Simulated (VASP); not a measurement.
Se, 3 atoms in the cell. The structure is trigonal, space group P3_221 (No. 154). Conventional cell: a = 4.355 Å, b = 4.355 Å, c = 4.850 Å, α = 90.00°, β = 90.00°, γ = 120.00°. Se (site symmetry 2) has 2 Se at 2.30 Å within 3.0 Å.  This cell differs from its parent crystal: zz strain of -2 %.

| Item | Value |
| --- | --- |
| Program | VASP 6.6.1 |
| Task | electric field gradients |
| Functional | PBEsol |
| Potentials or basis | VASP PAW PBE potentials, release 64 (Se) |
| Cutoff | 520 eV |
| k mesh | 8 × 8 × 6 |
| Occupations | fermi-dirac, width 0.02 eV |
| Spin | no spin polarisation |
| Dipole correction | no |
| Further INCAR settings | ALGO = Normal; EDIFF = 1e-08; NBANDS = 16 |

Potentials or basis: VASP PAW PBE potentials, release 64 (Se).

The run is started by

```bash
$ cat potpaw_PBE.64/Se/POTCAR > POTCAR
$ mpirun -np 1 vasp_std > vasp.out
```

Hardware: 1 thread of Intel(R) Xeon(R) Platinum 8488C (Sapphire Rapids), with other jobs on the host.

Problem. How long does it take, and how much memory?

Solution. Wall time 31 s on 1 thread of Intel(R) Xeon(R) Platinum 8488C (Sapphire Rapids), with other jobs on the host, peak memory 0.2 GiB. Counts: scf iterations 15, k points 50.
